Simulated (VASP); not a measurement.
# Tl (Im-3m) in VASP: further runs

Tl is run at these levels: LDA; tasks: single point.

Program: VASP 6.6.1. These are calculated values, not measurements. Logs are shortened: lines on timing, memory, paths and dates and some standing lists are left out, and cuts for length are marked.

## (1) The cell of the first run

Symmetry: Im-3m, No. 229, cubic system. The conventional cell has a = 3.830 Å, b = 3.830 Å, c = 3.830 Å, α = 90.00°, β = 90.00°, γ = 90.00°. Tl (site symmetry m-3m) has 14 Tl at 3.32 to 3.83 Å within 4.4 Å.

## (2) Single point, LDA (volume scaled by 0.96)

Contents of INCAR:

```
PREC = Accurate
ENCUT = 520
EDIFF = 1E-6
ISMEAR = -1
SIGMA = 0.05
LREAL = F
LASPH = T
NELM = 60
ALGO = Normal
ISIF = 2
LWAVE = F
LCHARG = T
GGA = CA
LELF = T
LVHAR = T
NBANDS = 12
```

Contents of KPOINTS:

```
Automatic mesh
0
Gamma
  13 13 13
```

Contents of POSCAR:

```
Tl
1.0
   -1.9147670545      1.9147670545      1.9147670545
    1.9147670545     -1.9147670545      1.9147670545
    1.9147670545      1.9147670545     -1.9147670545
Tl
1
Direct
    0.0000000000      0.0000000000      0.0000000000
```

Potentials or basis: VASP PAW LDA potentials, release 64 (Tl_d).

Command:

```bash
$ cat potpaw_LDA.64/Tl_d/POTCAR > POTCAR
$ mpirun -np 1 vasp_std > vasp.out
```

OUTCAR:

```text
PREC = Accurate
   ENCUT = 520
   EDIFF = 1E-6
   ISMEAR = -1
   LREAL = F
   LASPH = T
   NELM = 60
   ISIF = 2
   GGA = CA

 ion  position               nearest neighbor table
   1  0.000  0.000  0.000-

  LATTYP: Found a body centered cubic cell.
 ALAT       =     3.8295341090

  Lattice vectors:

 A1 = (  -1.9147670545,   1.9147670545,   1.9147670545)
 A2 = (   1.9147670545,  -1.9147670545,   1.9147670545)
 A3 = (   1.9147670545,   1.9147670545,  -1.9147670545)

Analysis of symmetry for initial positions (statically):
=====================================================================
 Subroutine PRICEL returns:
 Original cell was already a primitive cell.

 Routine SETGRP: Setting up the symmetry group for a
 body centered cubic supercell.

 Subroutine GETGRP returns: Found 48 space group operations
 (whereof 48 operations were pure point group operations)
 out of a pool of 48 trial point group operations.

The static configuration has the point symmetry O_h .

Analysis of symmetry for dynamics (positions and initial velocities):
=====================================================================
 Subroutine PRICEL returns:
 Original cell was already a primitive cell.

 Routine SETGRP: Setting up the symmetry group for a
 body centered cubic supercell.

 Subroutine GETGRP returns: Found 48 space group operations
 (whereof 48 operations were pure point group operations)
 out of a pool of 48 trial point group operations.

The dynamic configuration has the point symmetry O_h .

 Subroutine INISYM returns: Found 48 space group operations
 (whereof 48 operations are pure point group operations),
 and found     1 'primitive' translations

----------------------------------------------------------------------------------------

                                     Primitive cell

  volume of cell :      28.0807

  direct lattice vectors                    reciprocal lattice vectors
    -1.914767054  1.914767054  1.914767054     0.000000000  0.261128370  0.261128370
     1.914767054 -1.914767054  1.914767054     0.261128370  0.000000000  0.261128370
     1.914767054  1.914767054 -1.914767054     0.261128370  0.261128370  0.000000000

  length of vectors
     3.316473823  3.316473823  3.316473823     0.369291282  0.369291282  0.369291282

  position of ions in fractional coordinates (direct lattice)
     0.000000000  0.000000000  0.000000000

  ion indices of the primitive-cell ions
   primitive index   ion index
                 1           1

----------------------------------------------------------------------------------------

 KPOINTS: Automatic mesh

Automatic generation of k-mesh.
 Grid dimensions read from file:
 generate k-points for:   13   13   13

 Generating k-lattice:

  Cartesian coordinates                     Fractional coordinates (reciprocal lattice)
     0.000000000  0.020086798  0.020086798     0.076923077  0.000000000  0.000000000
     0.020086798  0.000000000  0.020086798     0.000000000  0.076923077  0.000000000
     0.020086798  0.020086798  0.000000000     0.000000000  0.000000000  0.076923077

  Length of vectors
     0.028407022  0.028407022  0.028407022

  Shift w.r.t. Gamma in fractional coordinates (k-lattice)
     0.000000000  0.000000000  0.000000000

 Subroutine IBZKPT returns following result:
 ===========================================

 Found     84 irreducible k-points:

 Following reciprocal coordinates:
            Coordinates               Weight
  0.000000  0.000000  0.000000      1.000000
  0.076923  0.000000  0.000000     12.000000
  0.153846  0.000000  0.000000     12.000000
  0.230769  0.000000  0.000000     12.000000
  0.307692  0.000000  0.000000     12.000000
  0.384615  0.000000  0.000000     12.000000
[... 16 lines left out ...]
  0.153846  0.076923  0.076923     24.000000
  0.230769  0.076923  0.076923     24.000000
 [... further k-points ...]
   k-points           NKPTS =     84   k-points in BZ     NKDIM =     84   number of bands    NBANDS=     12
   number of dos      NEDOS =    301   number of ions     NIONS =      1
   total plane-waves  NPLWV =  21952
   dimension x,y,z NGX =    28 NGY =   28 NGZ =   28
   dimension x,y,z NGXF=    56 NGYF=   56 NGZF=   56
   ions per type =               1
   NGX,Y,Z   is equivalent  to a cutoff of  14.04, 14.04, 14.04 a.u.
   NGXF,Y,Z  is equivalent  to a cutoff of  28.07, 28.07, 28.07 a.u.
 SYSTEM =  unknown system
   PREC   = accura    normal or accurate (medium, high low for compatibility)
   ISTART =      0    job   : 0-new  1-cont  2-samecut
   ICHARG =      2    charge: 1-file 2-atom 10-const
   ISPIN  =      1    spin polarized calculation?
   LNONCOLLINEAR =      F non collinear calculations
   LSORBIT =      F    spin-orbit coupling
   LASPH  =      T    aspherical Exc in radial PAW
   ENCUT  =  520.0 eV  38.22 Ry    6.18 a.u.   6.17  6.17  6.17*2*pi/ulx,y,z
   NELM   =     60;   NELMIN=  2; NELMDL= -5     # of ELM steps
   EDIFF  = 0.1E-05   stopping-criterion for ELM
   LREAL  =      F    real-space projection
   EDIFFG = 0.1E-04   stopping-criterion for IOM
   NSW    =      0    number of steps for IOM
   IBRION =     -1    ionic relax: 0-MD 1-quasi-New 2-CG
   NFREE  =      0    steps in history (QN), initial steepest desc. (CG)
   ISIF   =      2    stress and relaxation
   ISYM   =      2    0-nonsym 1-usesym 2-fastsym
   POTIM  = 0.5000    time-step for ionic-motion
   TEBEG  =    0.0;   TEEND  =   0.0 temperature during run
   PSTRESS=    0.0 pullay stress
   NELECT =      13.0000    total number of electrons
   NUPDOWN=      -1.0000    fix difference up-down
   EMIN   =  10.00;   EMAX   =-10.00  energy-range for DOS
   EFERMI =   0.00;   METHOD = LEGACY
   ISMEAR =    -1;   SIGMA  =   0.05  broadening in eV -4-tet -1-fermi 0-gaus
   EFERMI_NEDOS =   21; number of points for ismear=-14 and -15
   IALGO  =     38    algorithm
   IMIX   =      4    mixing-type and parameters
     AMIX     =   0.40;   BMIX     =  1.00
     AMIX_MAG =   1.60;   BMIX_MAG =  1.00
  volume/ion in A,a.u.               =      28.08       189.50
  Fermi-wavevector in a.u.,A,eV,Ry     =   1.266446  2.393236 21.822186  1.603885
  Thomas-Fermi vector in A             =   2.399646
   LORBIT       =      0    0 simple, 1 ext, 2 COOP (PROOUT), +10 PAW based schemes
   GGA     = CA    functional components
   LHFCALC =     F    Hartree Fock is set to
   AEXX    =    0.0000 exact exchange contribution
   IVDW    =     0    specifies the selected vdW correction
   LEPSILON=     F    determine dielectric tensor
   LRPA    =     F    only Hartree local field effects (RPA)
 non-spin polarized calculation
  energy-cutoff  :      520.00
  volume of cell :       28.08
 maximum number of plane-waves:       767
 NGX is ok and might be reduce to    28
   NGX = 13   NGY = 13   NGZ = 13

 number of electron      12.9999997 magnetization

 Free energy of the ion-electron system (eV)
  ---------------------------------------------------
  ext. energy  EPLUGINS =         0.00000000
  ---------------------------------------------------
  free energy    TOTEN  =        -2.92763195 eV

  energy without entropy =       -2.92239916  energy(sigma->0) =       -2.92501556

 E-fermi :   6.4406     XC(G=0): -10.5969

 val. band max:        6.4272783266   @ k =   0.2308   0.2308   0.2308
 cond. band min:       6.4651674500   @ k =  -0.3077   0.4615   0.0769
 fundamental gap:      0.0378891234
 Fermi energy:         6.4405877543

 k-point     1 :       0.0000    0.0000    0.0000
  band No.  band energies     occupation
      1      -5.1703      2.00000
      2      -5.1703      2.00000
      3      -5.1703      2.00000
      4      -4.7116      2.00000
      5      -4.7116      2.00000
      6      -3.7063      2.00000
      7      17.4444      0.00000
      8      17.4444      0.00000
      9      17.4444      0.00000
     10      18.8821      0.00000
     11      18.8821      0.00000
     12      18.8821      0.00000

 k-point     2 :       0.0769    0.0000    0.0000
  band No.  band energies     occupation
      1      -5.1817      2.00000
      2      -5.1626      2.00000
      3      -5.1303      2.00000
      4      -4.7241      2.00000
      5      -4.7116      2.00000
      6      -3.5693      2.00000
      7      16.0316      0.00000
      8      16.9377      0.00000
      9      17.1236      0.00000
     10      18.4425      0.00000
     11      18.7894      0.00000
     12      18.8645      0.00000

 k-point     3 :       0.1538    0.0000    0.0000
  band No.  band energies     occupation
      1      -5.2133      2.00000
      2      -5.1554      2.00000
      3      -5.0176      2.00000
      4      -4.7539      2.00000
      5      -4.7117      2.00000
      6      -3.1470      2.00000
      7      13.4071      0.00000
      8      15.8302      0.00000
      9      16.2846      0.00000
     10      17.8852      0.00000
     11      18.5759      0.00000
     12      19.1938      0.00000
[... 286 lines left out ...]
 k-point    23 :       0.1538    0.0769    0.0769
  band No.  band energies     occupation
      1      -5.2432      2.00000
      2      -5.1940      2.00000
      3      -4.8455      2.00000
      4      -4.7554      2.00000
      5      -4.7236      2.00000
      6      -2.1281      2.00000
      7      10.4546      0.00000
      8      13.0401      0.00000
      9      13.7391      0.00000
     10      19.7072      0.00000
     11      19.8856      0.00000
     12      20.3918      0.00000

 k-point    24 :       0.2308    0.0769    0.0769
  band No.  band energies     occupation
      1      -5.2866      2.00000
      2      -5.2129      2.00000
      3      -4.7668      2.00000
      4      -4.7151      2.00000
      5      -4.7081      2.00000
      6      -1.1304      2.00000
      7       8.1963      0.00000
      8      11.8972      0.00000
      9      13.0209      0.00000
     10      19.3929      0.00000
     11      19.8184      0.00000
     12      21.4135      0.00000

 [... further k-points ...]
[... 5 lines left out ...]
  --------------------------------------------------------------------------------------
  -------------------------------------------------------------------------------------
  Total       -0.1932483     -0.1932483     -0.1932483      0.0000000      0.0000000     -0.0000000
  in kB      -11.0260122    -11.0260122    -11.0260122      0.0000000      0.0000000     -0.0000000
  external PRESSURE =     -11.0260122 kB  Pullay stress =       0.0000000 kB

 VOLUME and BASIS-vectors are now :
 -----------------------------------------------------------------------------
  energy-cutoff  :      520.00
  volume of cell :       28.08
      direct lattice vectors                 reciprocal lattice vectors
    -1.914767054  1.914767054  1.914767054     0.000000000  0.261128370  0.261128370
     1.914767054 -1.914767054  1.914767054     0.261128370  0.000000000  0.261128370
     1.914767054  1.914767054 -1.914767054     0.261128370  0.261128370  0.000000000

 POSITION                                       TOTAL-FORCE (eV/Angst)
 -----------------------------------------------------------------------------------
      0.00000      0.00000      0.00000        -0.000000     -0.000000     -0.000000
 -----------------------------------------------------------------------------------
    total drift:                               -0.000000     -0.000000     -0.000000

  FREE ENERGIE OF THE ION-ELECTRON SYSTEM (eV)
  ---------------------------------------------------
  free  energy   TOTEN  =        -2.9276319506 eV

  energy  without entropy=       -2.9223991601  energy(sigma->0) =       -2.92501556
```

Run time: 21 s. Hardware: 1 thread of Intel Xeon Platinum 8259CL at 2.50GHz (Skylake/Cascade Lake), shared host; peak memory 0.15 GiB.

Results:

```
Free energy : -2.9276 eV
Pressure    : -1.1 GPa
```

Levels at points of the mesh, in eV from the Fermi level:
```
           k point  band 4  band 5  band 6  band 7  band 8  band 9
(0.00, 0.00, 0.00)  -11.15  -11.15  -10.15   11.00   11.00   11.00
```

Caveat: spin-orbit coupling is left out, which moves the levels of the heavy elements.

## (3) Single point, LDA (volume scaled by 0.99)

Contents of INCAR:

```
PREC = Accurate
ENCUT = 520
EDIFF = 1E-6
ISMEAR = -1
SIGMA = 0.05
LREAL = False
LASPH = True
NELM = 60
ALGO = Normal
ISIF = 2
LWAVE = False
LCHARG = False
NBANDS = 12
```

Contents of KPOINTS:

```
regular mesh
0
Gamma
  13 13 13
```

Contents of POSCAR:

```
Tl
1.0
   -1.9345083127      1.9345083127      1.9345083127
    1.9345083127     -1.9345083127      1.9345083127
    1.9345083127      1.9345083127     -1.9345083127
Tl
1
Direct
    0.0000000000      0.0000000000      0.0000000000
```

Potentials or basis: VASP PAW LDA potentials, release 64 (Tl_d).

Command:

```bash
$ cat potpaw_LDA.64/Tl_d/POTCAR > POTCAR
$ mpirun -np 1 vasp_std > vasp.out
```

It took 20 s on 1 thread of Intel Xeon Platinum 8259CL at 2.50GHz (Skylake/Cascade Lake), shared host; peak memory 0.15 GiB.

It converged, with:

| Quantity | Value |
| --- | --- |
| Free energy | -2.9191 eV |
| Pressure | -2.1 GPa |

Levels at points of the mesh, in eV from the Fermi level:
| k point | band 2 | band 3 | band 4 | band 5 | band 6 | band 7 | band 8 | band 9 | band 10 | band 11 |
| --- | --- | --- | --- | --- | --- | --- | --- | --- | --- | --- |
| (0.00, 0.00, 0.00) | -11.56 | -11.56 | -11.14 | -11.14 | -9.94 | 10.67 | 10.67 | 10.67 | 12.37 | 12.37 |

Caveat: spin-orbit coupling is left out, which moves the levels of the heavy elements.
